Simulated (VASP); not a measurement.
## Nb2PdSe4: single point with PBE

Nb2PdSe4:

```
Nb Pd Se
1.0
     3.54880    0.00000    0.00000
    -1.77440    3.07335    0.00000
     0.00000    0.00000   13.87966
Nb Pd Se
2 1 4
Direct
  0.00000 0.00000 0.23921
  0.00000 0.00000 0.76079
  0.00000 0.00000 0.00000
  0.33333 0.66667 0.12326
  0.33333 0.66667 0.35895
  0.66667 0.33333 0.64105
  0.66667 0.33333 0.87674
```

```yaml
Program: VASP 6.6.1
Task: single point
Functional: PBE
Potentials_or_basis: VASP PAW PBE potentials, release 64 (Nb_sv, Pd, Se)
Cutoff: 520 eV
k_mesh: 6 × 6 × 2
Occupations: gaussian, width 0.1 eV
Spin: collinear spin
Starting_moments: "[0.0, 0.0, 1.0, 0.0, 0.0, 0.0, 0.0] μB"
Dipole_correction: no
Further_INCAR_settings: ALGO = Normal; EDIFF = 1e-06; NBANDS = 43
```

```json
{
  "Pressure": "0.0 GPa",
  "Largest force": "0.073 eV/Å",
  "Band gap on the k mesh": "zero (filled and empty bands overlap)",
  "Net moment": "0.00 μB per cell",
  "Valence electrons inside the program's atomic spheres": "Nb 10.56; Pd 9.37; Se 3.90, 3.85 (each value once)"
}
```

Forces in eV/Å, atoms in the order of the input:
```
Nb   0.000  0.000  0.073
Nb   0.000  0.000 -0.073
Pd   0.000  0.000  0.000
Se   0.000  0.000  0.005
Se   0.000  0.000 -0.062
Se   0.000  0.000  0.062
Se   0.000  0.000 -0.005
```

Stress tensor (GPa, compression positive):
```
 0.11  0.00  0.00
 0.00  0.11  0.00
 0.00  0.00 -0.23
```

Levels at points of the mesh, in eV from the Fermi level:
Spin up:
| k point | band 27 | band 28 | band 29 | band 30 | band 31 | band 32 | band 33 | band 34 |
| --- | --- | --- | --- | --- | --- | --- | --- | --- |
| (0.00, 0.00, 0.00) | -1.38 | -1.14 | -1.14 | 0.28 | 0.34 | 1.94 | 1.94 | 2.29 |
| (0.50, 0.00, 0.00) | -1.73 | -0.83 | -0.72 | -0.72 | 0.43 | 1.86 | 1.98 | 1.99 |
| (0.00, 0.00, 0.50) | -1.69 | -1.14 | -1.14 | 0.13 | 0.61 | 1.94 | 1.94 | 2.32 |
| (0.50, 0.00, 0.50) | -1.70 | -0.91 | -0.74 | -0.69 | 0.42 | 1.86 | 1.97 | 1.97 |
Spin down:
```csv
k point,band 27,band 28,band 29,band 30,band 31,band 32,band 33,band 34
"(0.00, 0.00, 0.00)",-1.38,-1.14,-1.14,0.28,0.34,1.94,1.94,2.29
"(0.50, 0.00, 0.00)",-1.73,-0.83,-0.72,-0.72,0.43,1.86,1.98,1.99
"(0.00, 0.00, 0.50)",-1.69,-1.14,-1.14,0.13,0.61,1.94,1.94,2.32
"(0.50, 0.00, 0.50)",-1.70,-0.91,-0.74,-0.69,0.42,1.86,1.97,1.97
```

Wall time 8.5 min on 1 thread of Intel Xeon 8259CL, on a shared host, peak memory 0.42 GiB.

Caveat: this functional lacks dispersion, which binds layers or chains, so the pressure and a relaxed spacing across them are unreliable.
